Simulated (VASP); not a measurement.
Runs of VASP 6.6.1 on TiAl (sol). The structure is that of space group Pm-3m (No. 221), or close to it. The cells are those of the table. 

```csv
task,cell,k mesh,cutoff (eV),gap on the mesh (eV),pressure (GPa)
single point,"a = 3.156 Å, 2 atoms",14 × 14 × 14,520,none,0.1
single point,"a = 3.179 Å, 2 atoms",6 × 6 × 6,520,none,(a)
single point,"a = 3.156 Å, 2 atoms",14 × 14 × 14,500,none,0.0
relaxation of cell and atoms,"relaxed from a = 3.179 Å, 2 atoms",14 × 14 × 14,600,none,0.0
```

Alike in all rows: level PBEsol; potentials or basis VASP PAW PBE potentials, release 64 (Ti_sv, Al); no spin polarisation; smearing gaussian 0.1 eV.

Estimate the missing entries.

(a) -2.6.

Caveats: the PAW data sets were made with another functional, which shifts forces and pressure a little.

A gap of «none» marks levels without a gap at the run's occupations.
